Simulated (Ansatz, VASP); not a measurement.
# Two plane-wave programs on BP

File INCAR:

```
SYSTEM = BP
PREC = Accurate ; ENCUT = 500
EDIFF = 1E-6 ; ISMEAR = 0
SIGMA = 0.1 ; LREAL = .FALSE.
LASPH = .TRUE. ; NELM = 120
ALGO = Normal ; ISIF = 2
LWAVE = .FALSE. ; LCHARG = .FALSE.
GGA = PE ; IVDW = 12
NBANDS = 11 ; GGA_COMPAT = .FALSE.
```

Contents of KPOINTS:

```
Automatic mesh
0
G
  6 6 6
  0 0 0
```

Contents of POSCAR:

```
BP
1.0
    0.0000000000      2.2690000000      2.2690000000
    2.2690000000      0.0000000000      2.2690000000
    2.2690000000      2.2690000000      0.0000000000
B P
1 1
Direct
    0.0000000000      0.0000000000      0.0000000000
    0.7500000000      0.7500000000      0.7500000000
```

Input for Ansatz:

```yaml
crystal:
  lattice:
    - [0.0, 2.269, 2.269]
    - [2.269, 0.0, 2.269]
    - [2.269, 2.269, 0.0]
  atoms:
    - { symbol: B, position: [0.0, 0.0, 0.0] }
    - { symbol: P, position: [0.75, 0.75, 0.75] }
basis:
  ecutwfc: 420
kpoints:
  mp_grid: { grid: [6, 6, 6] }
hamiltonian:
  xc: pbe
  dispersion: d3bj
scf:
  occupations: { method: gaussian, width: 0.1 }
output:
  forces: true
  stress: true
  eigenvalues: true
```

Alike in both runs: task single point; functional PBE; dispersion D3(BJ); k mesh 6 × 6 × 6; occupations gaussian, width 0.1 eV; no spin polarisation.

|  | VASP | Ansatz |
| --- | --- | --- |
| version | VASP 6.6.1 | Ansatz 0.2.0 |
| potentials or method | VASP PAW PBE potentials, release 64 (B, P), cutoff 500 eV | scalar-relativistic, plane waves, PAW |
| valence electrons in the cell | 8 | 8 |

```csv
,VASP,Ansatz,Ansatz less VASP
gap on the k mesh at the Fermi level (eV),1.33,1.33,+0.004
least direct gap on the mesh (eV),3.40,3.40,+0.003
pressure (GPa),-3.4,-3.2,+0.22
```
